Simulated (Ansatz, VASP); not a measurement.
One calculation of Ni, two programs

The input INCAR:

```
SYSTEM = Ni
ALGO     = Normal         ! electronic algorithm
EDIFF    = 1E-6           ! SCF threshold, eV
ENCUT    = 600            ! plane-wave cutoff, eV
GGA      = PE             ! functional
GGA_COMPAT= .FALSE.      
ISIF     = 2              ! what is computed and relaxed
ISMEAR   = -1             ! smearing method
ISPIN    = 2              ! spin polarisation
LASPH    = .TRUE.         ! aspherical terms in the spheres
LCHARG   = .TRUE.         ! write CHGCAR
LELF     = .TRUE.         ! ELF
LMAXMIX  = 4              ! l up to which the mixer works
LORBIT   = 11             ! projections on sites
LREAL    = .FALSE.        ! projectors in reciprocal space
LVHAR    = .TRUE.       
LWAVE    = .FALSE.        ! write WAVECAR
MAGMOM   = 0.7            ! initial moments
NBANDS   = 15             ! bands
NELM     = 200            ! most SCF steps
PREC     = Accurate       ! precision mode
SIGMA    = 0.05           ! smearing width, eV
```

File KPOINTS:

```
k-points
0
G
  15 15 15
  0 0 0
```

Contents of POSCAR:

```
Ni
1.0
    0.0000000000      1.6799391071      1.9381285000
    1.6799391071      0.0000000000      1.9381285000
    1.6799391071      1.6799391071      0.0000000000
Ni
1
Direct
    0.0000000000      0.0000000000      0.0000000000
```

Input for Ansatz:

```yaml
crystal:
  lattice:
    - [0.0, 1.6799391071, 1.9381285]
    - [1.6799391071, 0.0, 1.9381285]
    - [1.6799391071, 1.6799391071, 0.0]
  atoms:
    - { symbol: Ni, position: [0.0, 0.0, 0.0], spin: 0.7 }
magnetization:
  spin_polarized: true
kpoints:
  mp_grid: { grid: [15, 15, 15] }
scf:
  occupations: { method: fermi_dirac, width: 0.05 }
  lower_state_search: "off"
hamiltonian:
  xc: pbe
  pseudopotentials: { kind: all_electron, datasets: crystal }
output:
  eigenvalues: false
  eigenstates:
    nscf_kmesh: { grid: [22, 22, 22] }
    top_band: c10
    magnetocrystalline_anisotropy:
      directions: [[0.0, 0.0, 1.0], [0.70710678, -0.70710678, 0.0], [1.0, 0.0, 0.0]]
```

Change from the starting cell: stretched by +10 % along [0.0, 0.0, 1.0] at fixed volume; anisotropy by the force theorem, datasets made for the crystal.

Alike in both runs: task single point; functional PBE; k mesh 15 × 15 × 15; occupations fermi-dirac, width 0.05 eV; collinear spin.

|  | VASP | Ansatz |
| --- | --- | --- |
| version | VASP 6.6.1 | Ansatz 0.2.0 |
| potentials or method | VASP PAW PBE potentials, release 64 (Ni), cutoff 600 eV | all-electron PAW with datasets made for the crystal, scalar-relativistic |

|  | VASP | Ansatz | Ansatz less VASP |
| --- | --- | --- | --- |
| net moment per atom (μB) | 0.61 | 0.62 | +0.008 |
| size of the moment on the site where the two differ most (μB) | 0.62 | 0.66 | +0.038 |

Site moments also hang on the region over which each program counts them. Ansatz ran all-electron here, and VASP with PAW potentials. Ansatz's warnings: band levels unverified, printed levels off.
